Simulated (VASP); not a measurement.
Nd3Si2I, 6 atoms in the cell. Symmetry: P6/mmm, No. 191, hexagonal system. Conventional cell: a = 6.494 Å, b = 6.494 Å, c = 4.298 Å, α = 90.00°, β = 90.00°, γ = 120.00°. Within 3.9 Å of Nd (site symmetry mmm) lie 4 Si at 2.85 Å and 4 Nd at 3.25 Å and 4 I at 3.89 Å. Si (site symmetry -6m2) has 6 Nd at 2.85 Å and 3 Si at 3.75 Å and 3 I at 3.75 Å within 3.8 Å. I (site symmetry 6/mmm) has 6 Si at 3.75 Å and 12 Nd at 3.89 Å and 2 I at 4.30 Å within 4.9 Å. The cell was generated, and may not be a known phase.

- Program: VASP 6.6.1
- Task: relaxation of cell and atoms
- Functional: PBE
- Potentials or basis: VASP PAW PBE potentials, release 64 (Nd_3, Si, I), 4f in core
- Cutoff: 500 eV
- k mesh: 2 × 2 × 3
- Occupations: gaussian, width 0.15 eV
- Spin: no spin polarisation
- Dipole correction: no
- Further INCAR settings: ALGO = Normal; EDIFF = 1e-07; IBRION = 2; EDIFFG = -0.08; NSW = 36; ISIF = 3

Potentials or basis: VASP PAW PBE potentials, release 64 (Nd_3, Si, I), 4f in core.

The run is started by

```bash
$ cat potpaw_PBE.64/Nd_3/POTCAR potpaw_PBE.64/Si/POTCAR potpaw_PBE.64/I/POTCAR > POTCAR
$ mpirun -np 1 vasp_std > vasp.out
```

Hardware: 1 thread of Intel(R) Xeon(R) 6975P-C (Granite Rapids), on a shared host.

**Question.** How long does it take, and how much memory?

**Answer.** It took 97 s on 1 thread of Intel(R) Xeon(R) 6975P-C (Granite Rapids) (shared host), peak memory 0.27 GiB. Counts: scf iterations 99, k points 4, ion steps 8.
